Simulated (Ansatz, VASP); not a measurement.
# One calculation of SnO2, two programs

```
Sn O
1.0
     4.90339    0.00000    0.00000
     0.00000    4.90339    0.00000
     0.00000    0.00000    3.14178
Sn O
2 4
Direct
  0.00000 0.00000 0.00000
  0.50000 0.50000 0.50000
  0.30663 0.30663 0.00000
  0.19337 0.80663 0.50000
  0.80663 0.19337 0.50000
  0.69337 0.69337 0.00000
```

Change from the starting cell: epitaxial_xy strain +3.0%.

Alike in both runs: task single point; functional r2SCAN; k mesh 6 × 6 × 8; no spin polarisation.

|  | VASP | Ansatz |
| --- | --- | --- |
| version | VASP 6.6.1 | Ansatz 0.2.0 |
| potentials or method | VASP PAW PBE potentials, release 64 (Sn_d, O) | plane waves, PAW |
| plane-wave cutoff (eV) | 520 | 500 |
| occupations | gaussian, width 0.01 eV | fixed |
| valence electrons in the cell | 52 | 52 |

|  | VASP | Ansatz | Ansatz less VASP |
| --- | --- | --- | --- |
| gap on the k mesh at the Fermi level (eV) | 1.51 | 1.49 | -0.018 |
| pressure (GPa) | -4.8 | -5.7 | -0.95 |
| traceless stress, the component that is largest in VASP (GPa) | 6.24 | 5.72 | -0.515 |
| rms of the force components (eV/Å) | 0.025 | 0.000 | -0.0251 |

VASP's potentials were made for PBE, not for r2SCAN. Atom by atom the forces differ by 0.025 eV/Å (rms over components).
